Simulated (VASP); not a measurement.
# SnPt2Se3 (P-4m2) in VASP: further runs

The runs below take SnPt2Se3 through single point, with PBE.

Everything below comes from runs of VASP 6.6.1. Logs are shortened: lines on timing, memory, paths and dates and some standing lists are left out, and cuts for length are marked.

### 1 The cell of the first run

The structure is tetragonal, space group P-4m2 (No. 115). The conventional cell has a = 3.942 Å, b = 3.942 Å, c = 7.949 Å, α = 90.00°, β = 90.00°, γ = 90.00°. Sn (site symmetry -4m2) has 8 Se at 2.79 to 3.57 Å and 4 Pt at 3.20 Å within 3.7 Å. Within 3.3 Å of Pt (site symmetry 2mm) lie 7 Se at 2.45 to 3.20 Å and 2 Sn at 3.20 Å. Se (site symmetry 2mm) has 5 Pt at 2.45 to 2.82 Å within 3.2 Å. Se (site symmetry -4m2) has 4 Sn at 2.79 Å and 4 Pt at 3.20 Å and 4 Se at 3.57 Å within 3.7 Å.

The cell was built from a structure type or drawn by symmetry, and may not be a known phase.

### 2 Single point, PBE

Contents of INCAR:

```
SYSTEM = SnPt2Se3
PREC = Accurate ; ENCUT = 520
EDIFF = 1E-6 ; ISMEAR = 0
SIGMA = 0.1 ; LREAL = .FALSE.
LASPH = .TRUE. ; NELM = 100
ALGO = Normal ; ISIF = 2
LWAVE = .FALSE. ; LCHARG = .FALSE.
GGA = PE ; NBANDS = 35
```

Contents of KPOINTS:

```
Automatic mesh
0
G
  4 4 2
  0 0 0
```

Contents of POSCAR:

```
SnPt2Se3
1.0
    3.9422761554      0.0000000000      0.0000000000
    0.0000000000      3.9422761554      0.0000000000
    0.0000000000      0.0000000000      7.9493836798
Sn Pt Se
1 2 3
Direct
    0.5000000000      0.5000000000      0.0000000000
    0.5000000000      0.0000000000      0.6826308380
    0.0000000000      0.5000000000      0.3173691620
    0.5000000000      0.0000000000      0.3741707831
    0.0000000000      0.5000000000      0.6258292169
    0.0000000000      0.0000000000      0.0000000000
```

Potentials or basis: VASP PAW PBE potentials, release 64 (Sn_d, Pt, Se).

The run is started by

```sh
$ cat potpaw_PBE.64/Sn_d/POTCAR potpaw_PBE.64/Pt/POTCAR potpaw_PBE.64/Se/POTCAR > POTCAR
$ mpirun -np 1 vasp_std > vasp.out
```

OUTCAR:

```text
SYSTEM = SnPt2Se3
   PREC = Accurate
   ENCUT = 520
   EDIFF = 1E-6
   ISMEAR = 0
   LREAL = .FALSE.
   LASPH = .TRUE.
   NELM = 100
   ISIF = 2
   GGA = PE

 ion  position               nearest neighbor table
   1  0.500  0.500  0.000-   6 2.79   6 2.79   6 2.79   6 2.79   3 3.20   3 3.20   2 3.20   2 3.20

   2  0.500  0.000  0.683-   4 2.45   5 2.82   5 2.82   5 2.82   5 2.82   1 3.20   1 3.20
   3  0.000  0.500  0.317-   5 2.45   4 2.82   4 2.82   4 2.82   4 2.82   1 3.20   1 3.20
   4  0.500  0.000  0.374-   2 2.45   3 2.82   3 2.82   3 2.82   3 2.82
   5  0.000  0.500  0.626-   3 2.45   2 2.82   2 2.82   2 2.82   2 2.82
   6  0.000  0.000  0.000-   1 2.79   1 2.79   1 2.79   1 2.79

  LATTYP: Found a simple tetragonal cell.
 ALAT       =     3.9422761554
 C/A-ratio  =     2.0164451617

  Lattice vectors:

 A1 = (   3.9422761554,   0.0000000000,   0.0000000000)
 A2 = (   0.0000000000,   3.9422761554,   0.0000000000)
 A3 = (   0.0000000000,   0.0000000000,   7.9493836798)

Analysis of symmetry for initial positions (statically):
=====================================================================
 Subroutine PRICEL returns:
 Original cell was already a primitive cell.

 Routine SETGRP: Setting up the symmetry group for a
 simple tetragonal supercell.

 Subroutine GETGRP returns: Found  8 space group operations
 (whereof  8 operations were pure point group operations)
 out of a pool of 16 trial point group operations.

The static configuration has the point symmetry D_2d.

Analysis of symmetry for dynamics (positions and initial velocities):
=====================================================================
 Subroutine PRICEL returns:
 Original cell was already a primitive cell.

 Routine SETGRP: Setting up the symmetry group for a
 simple tetragonal supercell.

 Subroutine GETGRP returns: Found  8 space group operations
 (whereof  8 operations were pure point group operations)
 out of a pool of 16 trial point group operations.

The dynamic configuration has the point symmetry D_2d.

 Subroutine INISYM returns: Found  8 space group operations
 (whereof  8 operations are pure point group operations),
 and found     1 'primitive' translations

----------------------------------------------------------------------------------------

                                     Primitive cell

  volume of cell :     123.5457

  direct lattice vectors                    reciprocal lattice vectors
     3.942276155  0.000000000  0.000000000     0.253660566  0.000000000  0.000000000
     0.000000000  3.942276155  0.000000000     0.000000000  0.253660566  0.000000000
     0.000000000  0.000000000  7.949383680     0.000000000  0.000000000  0.125795916

  length of vectors
     3.942276155  3.942276155  7.949383680     0.253660566  0.253660566  0.125795916

  position of ions in fractional coordinates (direct lattice)
     0.500000000  0.500000000  0.000000000
     0.500000000  0.000000000  0.682630838
     0.000000000  0.500000000  0.317369162
     0.500000000  0.000000000  0.374170783
     0.000000000  0.500000000  0.625829217
     0.000000000  0.000000000  0.000000000

  ion indices of the primitive-cell ions
   primitive index   ion index
                 1           1
                 2           2
                 3           3
                 4           4
                 5           5
                 6           6

----------------------------------------------------------------------------------------

 KPOINTS: Automatic mesh

Automatic generation of k-mesh.
 Grid dimensions read from file:
 generate k-points for:    4    4    2

 Generating k-lattice:

  Cartesian coordinates                     Fractional coordinates (reciprocal lattice)
     0.063415141  0.000000000  0.000000000     0.250000000  0.000000000  0.000000000
     0.000000000  0.063415141  0.000000000     0.000000000  0.250000000  0.000000000
     0.000000000  0.000000000  0.062897958     0.000000000  0.000000000  0.500000000

  Length of vectors
     0.063415141  0.063415141  0.062897958

  Shift w.r.t. Gamma in fractional coordinates (k-lattice)
     0.000000000  0.000000000  0.000000000

 Subroutine IBZKPT returns following result:
 ===========================================

 Found     12 irreducible k-points:

 Following reciprocal coordinates:
            Coordinates               Weight
  0.000000  0.000000  0.000000      1.000000
  0.250000  0.000000  0.000000      4.000000
  0.500000  0.000000  0.000000      2.000000
  0.250000  0.250000  0.000000      4.000000
  0.500000  0.250000  0.000000      4.000000
  0.500000  0.500000  0.000000      1.000000
  0.000000  0.000000  0.500000      1.000000
  0.250000  0.000000  0.500000      4.000000
  0.500000  0.000000  0.500000      2.000000
  0.250000  0.250000  0.500000      4.000000
  0.500000  0.250000  0.500000      4.000000
  0.500000  0.500000  0.500000      1.000000
   k-points           NKPTS =     12   k-points in BZ     NKDIM =     12   number of bands    NBANDS=     35
   number of dos      NEDOS =    301   number of ions     NIONS =      6
   total plane-waves  NPLWV =  54000
   dimension x,y,z NGX =    30 NGY =   30 NGZ =   60
   dimension x,y,z NGXF=    60 NGYF=   60 NGZF=  120
   ions per type =               1   2   3
   NGX,Y,Z   is equivalent  to a cutoff of  12.65, 12.65, 12.55 a.u.
   NGXF,Y,Z  is equivalent  to a cutoff of  25.30, 25.30, 25.10 a.u.
 SYSTEM =  SnPt2Se3
   PREC   = accura    normal or accurate (medium, high low for compatibility)
   ISTART =      0    job   : 0-new  1-cont  2-samecut
   ICHARG =      2    charge: 1-file 2-atom 10-const
   ISPIN  =      1    spin polarized calculation?
   LNONCOLLINEAR =      F non collinear calculations
   LSORBIT =      F    spin-orbit coupling
   LASPH  =      T    aspherical Exc in radial PAW
   ENCUT  =  520.0 eV  38.22 Ry    6.18 a.u.   7.33  7.33 14.78*2*pi/ulx,y,z
   NELM   =    100;   NELMIN=  2; NELMDL= -5     # of ELM steps
   EDIFF  = 0.1E-05   stopping-criterion for ELM
   LREAL  =      F    real-space projection
   EDIFFG = 0.1E-04   stopping-criterion for IOM
   NSW    =      0    number of steps for IOM
   IBRION =     -1    ionic relax: 0-MD 1-quasi-New 2-CG
   NFREE  =      0    steps in history (QN), initial steepest desc. (CG)
   ISIF   =      2    stress and relaxation
   ISYM   =      2    0-nonsym 1-usesym 2-fastsym
   POTIM  = 0.5000    time-step for ionic-motion
   TEBEG  =    0.0;   TEEND  =   0.0 temperature during run
   PSTRESS=    0.0 pullay stress
   NELECT =      52.0000    total number of electrons
   NUPDOWN=      -1.0000    fix difference up-down
   EMIN   =  10.00;   EMAX   =-10.00  energy-range for DOS
   EFERMI =   0.00;   METHOD = LEGACY
   ISMEAR =     0;   SIGMA  =   0.10  broadening in eV -4-tet -1-fermi 0-gaus
   EFERMI_NEDOS =   21; number of points for ismear=-14 and -15
   IALGO  =     38    algorithm
   IMIX   =      4    mixing-type and parameters
     AMIX     =   0.40;   BMIX     =  1.00
     AMIX_MAG =   1.60;   BMIX_MAG =  1.00
  volume/ion in A,a.u.               =      20.59       138.95
  Fermi-wavevector in a.u.,A,eV,Ry     =   1.226874  2.318456 20.479771  1.505221
  Thomas-Fermi vector in A             =   2.361859
   LORBIT       =      0    0 simple, 1 ext, 2 COOP (PROOUT), +10 PAW based schemes
   GGA     = PE    functional components
   LHFCALC =     F    Hartree Fock is set to
   AEXX    =    0.0000 exact exchange contribution
   IVDW    =     0    specifies the selected vdW correction
   LEPSILON=     F    determine dielectric tensor
   LRPA    =     F    only Hartree local field effects (RPA)
 non-spin polarized calculation
 Gauss-broadening in eV      SIGMA  =   0.10
  energy-cutoff  :      520.00
  volume of cell :      123.55
 maximum number of plane-waves:      3350
 NGX is ok and might be reduce to    30
   NGX = 15   NGY = 15   NGZ = 29

 number of electron      51.9999997 magnetization

 Free energy of the ion-electron system (eV)
  ---------------------------------------------------
  ext. energy  EPLUGINS =         0.00000000
  ---------------------------------------------------
  free energy    TOTEN  =       -25.97467853 eV

  energy without entropy =      -25.94390839  energy(sigma->0) =      -25.95929346

 E-fermi :   7.3662     XC(G=0): -11.0006

 val. band max:        7.3484871795   @ k =   0.5000   0.5000   0.5000
 cond. band min:       7.3837521206   @ k =   0.2500   0.2500   0.0000
 fundamental gap:      0.0352649410
 Fermi energy:         7.3661909708

 k-point     1 :       0.0000    0.0000    0.0000
  band No.  band energies     occupation
      1     -14.5377      2.00000
      2     -14.5340      2.00000
      3     -14.5252      2.00000
      4     -14.4929      2.00000
      5     -14.4929      2.00000
      6      -7.8176      2.00000
[... 27 lines left out ...]
     34      13.1411      0.00000
     35      14.0918      0.00000

 k-point     2 :       0.2500    0.0000    0.0000
  band No.  band energies     occupation
      1     -14.5370      2.00000
      2     -14.5325      2.00000
      3     -14.5136      2.00000
      4     -14.4990      2.00000
      5     -14.4924      2.00000
      6      -7.4449      2.00000
[... 27 lines left out ...]
     34      13.4047      0.00000
     35      13.6087      0.00000

 k-point     3 :       0.5000    0.0000    0.0000
  band No.  band energies     occupation
      1     -14.5488      2.00000
      2     -14.5288      2.00000
      3     -14.5051      2.00000
      4     -14.4919      2.00000
      5     -14.4917      2.00000
      6      -6.8069      2.00000
[... 27 lines left out ...]
     34      12.3042      0.00000
     35      12.4770      0.00000

 k-point     4 :       0.2500    0.2500    0.0000
  band No.  band energies     occupation
      1     -14.5561      2.00000
      2     -14.5146      2.00000
      3     -14.5073      2.00000
      4     -14.4985      2.00000
      5     -14.4978      2.00000
      6      -7.1161      2.00000
[... 27 lines left out ...]
     34      13.4542      0.00000
     35      13.5582      0.00000

 k-point     5 :       0.5000    0.2500    0.0000
  band No.  band energies     occupation
      1     -14.5742      2.00000
      2     -14.5102      2.00000
      3     -14.5039      2.00000
      4     -14.4973      2.00000
      5     -14.4884      2.00000
      6      -6.5465      2.00000
[... 27 lines left out ...]
     34      13.5446      0.00000
     35      13.5740      0.00000

 k-point     6 :       0.5000    0.5000    0.0000
  band No.  band energies     occupation
      1     -14.5990      2.00000
      2     -14.5028      2.00000
      3     -14.5028      2.00000
      4     -14.4976      2.00000
      5     -14.4789      2.00000
      6      -6.2987      2.00000
[... 27 lines left out ...]
     34      14.8686      0.00000
     35      14.9175      0.00000

 k-point     7 :       0.0000    0.0000    0.5000
  band No.  band energies     occupation
      1     -14.5377      2.00000
      2     -14.5340      2.00000
      3     -14.5252      2.00000
      4     -14.4929      2.00000
      5     -14.4929      2.00000
      6      -7.4671      2.00000
[... 27 lines left out ...]
     34      13.0208      0.00000
     35      13.4531      0.00000

 k-point     8 :       0.2500    0.0000    0.5000
  band No.  band energies     occupation
      1     -14.5370      2.00000
      2     -14.5324      2.00000
      3     -14.5136      2.00000
      4     -14.4990      2.00000
      5     -14.4924      2.00000
      6      -7.1343      2.00000
[... 27 lines left out ...]
     34      13.1311      0.00000
     35      13.7014      0.00000

 k-point     9 :       0.5000    0.0000    0.5000
  band No.  band energies     occupation
      1     -14.5489      2.00000
      2     -14.5288      2.00000
      3     -14.5051      2.00000
      4     -14.4919      2.00000
      5     -14.4917      2.00000
      6      -6.7188      2.00000
[... 27 lines left out ...]
     34      13.4040      0.00000
     35      13.8123      0.00000

 k-point    10 :       0.2500    0.2500    0.5000
  band No.  band energies     occupation
      1     -14.5561      2.00000
      2     -14.5146      2.00000
      3     -14.5073      2.00000
      4     -14.4985      2.00000
      5     -14.4979      2.00000
      6      -6.8672      2.00000
[... 27 lines left out ...]
     34      12.9394      0.00000
     35      14.1758      0.00000

 k-point    11 :       0.5000    0.2500    0.5000
  band No.  band energies     occupation
      1     -14.5742      2.00000
      2     -14.5102      2.00000
      3     -14.5040      2.00000
      4     -14.4974      2.00000
      5     -14.4884      2.00000
      6      -6.4698      2.00000
[... 27 lines left out ...]
     34      12.9708      0.00000
     35      13.6826      0.00000

 k-point    12 :       0.5000    0.5000    0.5000
  band No.  band energies     occupation
      1     -14.5990      2.00000
      2     -14.5029      2.00000
      3     -14.5029      2.00000
      4     -14.4977      2.00000
      5     -14.4789      2.00000
      6      -6.2920      2.00000
[... 27 lines left out ...]
     34      14.6709      0.00000
     35      15.2984      0.00000

------------------------ aborting loop because EDIFF is reached ----------------------------------------

  FORCE on cell =-STRESS in cart. coord.  units (eV):
  Direction    XX          YY          ZZ          XY          YZ          ZX
  --------------------------------------------------------------------------------------
  -------------------------------------------------------------------------------------
  Total        0.0138045      0.0138045      0.2917549      0.0000000      0.0000000     -0.0000000
  in kB        0.1790208      0.1790208      3.7835645      0.0000000      0.0000000     -0.0000000
  external PRESSURE =       1.3805354 kB  Pullay stress =       0.0000000 kB

 VOLUME and BASIS-vectors are now :
 -----------------------------------------------------------------------------
  energy-cutoff  :      520.00
  volume of cell :      123.55
      direct lattice vectors                 reciprocal lattice vectors
     3.942276155  0.000000000  0.000000000     0.253660566  0.000000000  0.000000000
     0.000000000  3.942276155  0.000000000     0.000000000  0.253660566  0.000000000
     0.000000000  0.000000000  7.949383680     0.000000000  0.000000000  0.125795916

 POSITION                                       TOTAL-FORCE (eV/Angst)
 -----------------------------------------------------------------------------------
      1.97114      1.97114      0.00000         0.000000      0.000000      0.000000
      1.97114      0.00000      5.42649        -0.000000     -0.000000      0.003331
      0.00000      1.97114      2.52289         0.000000     -0.000000     -0.003331
      1.97114      0.00000      2.97443         0.000000     -0.000000     -0.046747
      0.00000      1.97114      4.97496         0.000000     -0.000000      0.046747
      0.00000      0.00000      0.00000         0.000000     -0.000000      0.000000
 -----------------------------------------------------------------------------------
    total drift:                                0.000000      0.000000     -0.000000

  FREE ENERGIE OF THE ION-ELECTRON SYSTEM (eV)
  ---------------------------------------------------
  free  energy   TOTEN  =       -25.9746785319 eV

  energy  without entropy=      -25.9439083873  energy(sigma->0) =      -25.95929346
```

It took 75 s on 1 thread of Intel Xeon Platinum 8488C (Sapphire Rapids), shared host; peak memory 0.24 GiB.

What came out:

```
Free energy            : -25.9747 eV
Pressure               : 0.1 GPa
Largest force          : 0.047 eV/Å
Band gap on the k mesh : zero (bands 26 and 27 overlap by 2.01 eV)
```

Forces on the atoms (eV/Å):
```
Sn   0.000  0.000  0.000
Pt   0.000  0.000  0.003
Pt   0.000  0.000 -0.003
Se   0.000  0.000 -0.047
Se   0.000  0.000  0.047
Se   0.000  0.000  0.000
```

Caveat: the k points lie up to 0.40 Å⁻¹ apart, too coarse for converged energies and pressures of a metal; spin-orbit coupling is left out, which moves the levels of the heavy elements.

### 3 Single point, PBE

This run uses another cell than the first one, of 21.63 Å³/atom.

Contents of INCAR:

```
SYSTEM = SnPt2Se3
PREC     = Accurate       ! precision mode
ENCUT    = 520            ! plane-wave cutoff, eV
EDIFF    = 1E-7           ! SCF threshold, eV
ISMEAR   = 0              ! smearing method
SIGMA    = 0.1            ! smearing width, eV
LREAL    = .FALSE.        ! projectors in reciprocal space
LASPH    = .TRUE.         ! aspherical terms in the spheres
NELM     = 60             ! most SCF steps
ALGO     = Normal         ! electronic algorithm
ISIF     = 2              ! what is computed and relaxed
LWAVE    = .FALSE.        ! write WAVECAR
LCHARG   = .FALSE.        ! write CHGCAR
GGA      = PE             ! functional
NBANDS   = 35             ! bands
```

Contents of KPOINTS:

```
regular mesh
0
G
  4 4 2
  0 0 0
```

Contents of POSCAR:

```
SnPt2Se3
1.0
    3.8803797300      0.0000000000      0.0000000000
    0.0000000000      3.8803797300      0.0000000000
    0.0000000000      0.0000000000      8.6199133700
Sn Pt Se
1 2 3
Direct
    0.5000000000      0.5000000000      0.0000000000
    0.5000000000      0.0000000000      0.7398749000
    0.0000000000      0.5000000000      0.2601251000
    0.5000000000      0.0000000000      0.3835413500
    0.0000000000      0.5000000000      0.6164586500
    0.0000000000      0.0000000000      0.0000000000
```

Potentials or basis: VASP PAW PBE potentials, release 64 (Sn_d, Pt, Se).

The run is started by

```sh
$ cat potpaw_PBE.64/Sn_d/POTCAR potpaw_PBE.64/Pt/POTCAR potpaw_PBE.64/Se/POTCAR > POTCAR
$ mpirun -np 1 vasp_std > vasp.out
```

It took 58 s on 1 thread of Intel Xeon Platinum 8488C (Sapphire Rapids), shared host; peak memory 0.25 GiB.

Results (log left out):

| Quantity | Value |
| --- | --- |
| Free energy | -24.5100 eV |
| Pressure | -3.5 GPa |
| Largest force | 1.482 eV/Å |
| Band gap on the k mesh | zero (bands 26 and 27 overlap by 0.86 eV) |

Forces on the atoms (eV/Å):
```
Sn   0.000  0.000  0.000
Pt   0.000  0.000 -1.482
Pt   0.000  0.000  1.482
Se   0.000  0.000 -0.648
Se   0.000  0.000  0.648
Se   0.000  0.000  0.000
```

Stress tensor (GPa, compression positive):
```
-0.94  0.00  0.00
 0.00 -0.94  0.00
 0.00  0.00 -8.71
```

Levels at points of the mesh, in eV from the Fermi level:
```
           k point  band 23  band 24  band 25  band 26  band 27  band 28  band 29  band 30
(0.00, 0.00, 0.00)    -1.40    -0.47    -0.47    -0.36    -0.36    -0.22     0.60     2.17
(0.50, 0.00, 0.00)    -1.18    -1.12    -0.50     0.00     0.57     0.58     1.14     1.50
(0.50, 0.50, 0.00)    -1.54    -1.22    -0.67    -0.67    -0.42     0.94     1.21     1.21
(0.00, 0.00, 0.50)    -1.83    -1.17    -1.17    -0.27     0.01     0.01     1.36     2.73
(0.50, 0.00, 0.50)    -1.35    -1.09     0.03     0.44     0.66     0.70     0.83     1.47
(0.50, 0.50, 0.50)    -1.63    -0.99    -0.75    -0.75    -0.18     0.60     0.68     0.68
```

Caveat: the k points lie up to 0.40 Å⁻¹ apart, too coarse for converged energies and pressures of a metal; spin-orbit coupling is left out, which moves the levels of the heavy elements; forces of over 1 eV/Å act on the atoms, so gaps and moduli don't describe the material at rest.
